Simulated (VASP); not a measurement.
Li3SeF: relaxation of cell and atoms with PBE

The system is Li3SeF.

```
Li Se F
1.0
     4.66526    0.00000    0.00000
    -2.33263    4.04023    0.00000
     0.00000    0.00000    3.78245
Li Se F
3 1 1
Direct
  0.50000 0.00000 0.00000
  0.00000 0.50000 0.00000
  0.50000 0.50000 0.00000
  0.00000 0.00000 0.50000
  0.00000 0.00000 0.00000
```

The cell was built from a structure type or drawn by symmetry, and may not be a known phase.

```
Program                : VASP 6.6.1
Task                   : relaxation of cell and atoms
Functional             : PBE
Potentials or basis    : VASP PAW PBE potentials, release 64 (Li_sv, Se, F)
Cutoff                 : 600 eV
k mesh                 : 6 × 6 × 4
Occupations            : gaussian, width 0.1 eV
Spin                   : no spin polarisation
Dipole correction      : no
Further INCAR settings : ALGO = Normal; EDIFF = 1e-06; IBRION = 2; EDIFFG = -0.04; NSW = 90; ISIF = 3
```

The relaxed volume is 20.49 Å³/atom, the relaxed cell is a = 5.049 Å, b = 5.049 Å, c = 4.641 Å, α = 90.00°, β = 90.00°, γ = 120.00° and the space group after relaxing (to 0.1 Å) is P6/mmm (No. 191). The energy gained by relaxing is 409.8 meV/atom, the ionic steps are 4 and the pressure after relaxing is 0.0 GPa. The band gap on the k mesh is zero (bands 11 and 12 overlap by 0.68 eV).

Stress tensor (GPa, compression positive):
```
-0.07  0.00  0.00
 0.00 -0.07  0.00
 0.00  0.00  0.02
```

Step by step:
```csv
step,energy change (eV),largest force (eV/Å),pressure (GPa),volume (Å³)
1,0.0000,0.0000,22.37,71.29
2,-1.9303,0.0000,3.57,93.58
3,-2.0415,0.0000,0.81,100.12
4,-2.0491,0.0000,-0.04,102.46
```

Final structure:
```
CELL_PARAMETERS angstrom
5.04881 0.00000 0.00000
-2.52440 4.37240 0.00000
0.00000 0.00000 4.64135
ATOMIC_POSITIONS crystal
Li 0.50000 0.00000 0.00000
Li 0.00000 0.50000 0.00000
Li 0.50000 0.50000 0.00000
Se 0.00000 0.00000 0.50000
F 0.00000 0.00000 0.00000
```

Levels at points of the mesh, in eV from the Fermi level:
```tsv
k point	band 8	band 9	band 10	band 11	band 12	band 13	band 14	band 15
(0.00, 0.00, 0.00)	-6.35	-1.41	-1.33	-1.33	0.21	0.63	3.96	4.65
(0.50, 0.00, 0.00)	-6.33	-2.55	-1.53	-0.57	1.18	1.23	2.77	2.83
(0.00, 0.00, 0.50)	-5.17	-2.42	-1.66	-1.66	0.35	0.47	1.02	4.46
(0.50, 0.00, 0.50)	-5.16	-2.89	-1.91	-1.78	0.15	0.35	2.13	3.84
```

Wall time 40 s on 1 thread of Intel(R) Xeon(R) 6975P-C (Granite Rapids), with other jobs on the host, peak memory 0.23 GiB.

Caveat: the k points lie up to 0.34 Å⁻¹ apart in the final cell, too coarse for converged energies and pressures of a metal; the cutoff is under 1.25 times the usual one of these potentials, so pressure, stress and relaxed cells hold a basis-set (Pulay) error; the volume moved by over 15 % at a fixed basis, so the end points are rough.
